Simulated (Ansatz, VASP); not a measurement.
**Two plane-wave programs on BaTe**

INCAR

```
ALGO = Normal
EDIFF = 1E-6
ENCUT = 520
ISIF = 2
ISMEAR = 0
LASPH = T
LCHARG = F
LREAL = F
LWAVE = F
NBANDS = 15
NELM = 80
PREC = Accurate
SIGMA = 0.05
```

The input KPOINTS:

```
k-points
0
Gamma
  8 8 8
```

Contents of POSCAR:

```
BaTe
1.0
    4.1166807260      0.0000000000      0.0000000000
    0.0000000000      4.1166807260      0.0000000000
    0.0000000000      0.0000000000      4.5283487986
Ba Te
1 1
Direct
    0.0000000000      0.0000000000      0.0000000000
    0.5000000000      0.5000000000      0.5000000000
```

Input for Ansatz:

```yaml
crystal:
  lattice:
    - [4.116680726, 0.0, 0.0]
    - [0.0, 4.116680726, 0.0]
    - [0.0, 0.0, 4.5283487986]
  atoms:
    - { symbol: Ba, position: [0.0, 0.0, 0.0] }
    - { symbol: Te, position: [0.5, 0.5, 0.5] }
basis:
  ecutwfc: 420
kpoints:
  mp_grid: { grid: [8, 8, 8] }
hamiltonian:
  xc: lda
scf:
  occupations: { method: gaussian, width: 0.05 }
output:
  forces: true
  stress: true
  eigenvalues: true
```

Change from the starting cell: strain +0.1000 x Voigt [0, 0, 1, 0, 0, 0], atoms carried along.

Alike in both runs: task single point; functional LDA; k mesh 8 × 8 × 8; occupations gaussian, width 0.05 eV; no spin polarisation.

|  | VASP | Ansatz |
| --- | --- | --- |
| version | VASP 6.6.1 | Ansatz 0.2.0 |
| potentials or method | VASP PAW LDA potentials, release 64 (Ba_sv, Te), cutoff 520 eV | scalar-relativistic, plane waves, PAW |
| valence electrons in the cell | 16 | 26 |

```csv
,VASP,Ansatz,Ansatz less VASP
gap on the k mesh at the Fermi level (eV),0.17,0.27,+0.104
least direct gap on the mesh (eV),0.39,0.50,+0.101
pressure (GPa),-2.6,-3.1,-0.50
"traceless stress, the component that is largest in VASP (GPa)",-4.47,-4.47,+0.001
```

LDA's correlation is that of Perdew and Zunger in VASP and of Perdew and Wang (1992) in Ansatz. VASP's potentials hold 16 valence electrons a cell and Ansatz's 26, so a difference there can come from the potentials and not from the codes.

Spin-orbit coupling is off throughout.
